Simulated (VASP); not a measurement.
**WC: single point with PBE**

Crystal: WC.

```xyz
2
Lattice="2.9218 0.0000 0.0000 -1.4609 3.8090 0.0000 0.0000 -2.1281 1.8913" Properties=species:S:1:pos:R:3 pbc="T T T"
W     0.0000    0.0000    0.0000
C     0.0000    2.1846    0.3152
```

| Quantity | Value |
| --- | --- |
| Program | VASP 6.6.1 |
| Task | single point |
| Functional | PBE |
| Potentials or basis | VASP PAW PBE potentials, release 64 (W_sv, C_h) |
| Cutoff | 910 eV |
| k mesh | 13 × 9 × 18 |
| Occupations | gaussian, width 0.1 eV |
| Spin | no spin polarisation |
| Dipole correction | no |
| Further INCAR settings | ALGO = Normal; EDIFF = 1e-06; NBANDS = 16; ISYM = 0 |

```json
{"Pressure": "1.0 GPa", "Band gap on the k mesh": "zero (bands 9 and 10 overlap by 1.19 eV)"}
```

Forces on the atoms (eV/Å):
```
W    0.000  0.002  0.002
C    0.000 -0.002 -0.002
```

Stress tensor (GPa, compression positive):
```
 0.96 -0.08 -0.09
-0.08  0.99 -0.05
-0.09 -0.05  0.98
```

Levels at points of the mesh, in eV from the Fermi level:
| k point | band 5 | band 6 | band 7 | band 8 | band 9 | band 10 | band 11 | band 12 | band 13 | band 14 |
| --- | --- | --- | --- | --- | --- | --- | --- | --- | --- | --- |
| (0.00, 0.00, 0.00) | -14.34 | -4.22 | -3.28 | -3.28 | 0.10 | 3.18 | 3.18 | 5.56 | 5.56 | 6.28 |
| (0.00, 0.00, 0.50) | -11.20 | -6.36 | -4.25 | -4.15 | 0.26 | 4.34 | 5.21 | 6.51 | 9.04 | 9.95 |

Wall time 7.3 min on 1 thread of Intel(R) Xeon(R) 6975P-C (Granite Rapids), with other jobs on the host, peak memory 0.85 GiB.

Caveat: spin-orbit coupling is left out, which moves the levels of the heavy elements.
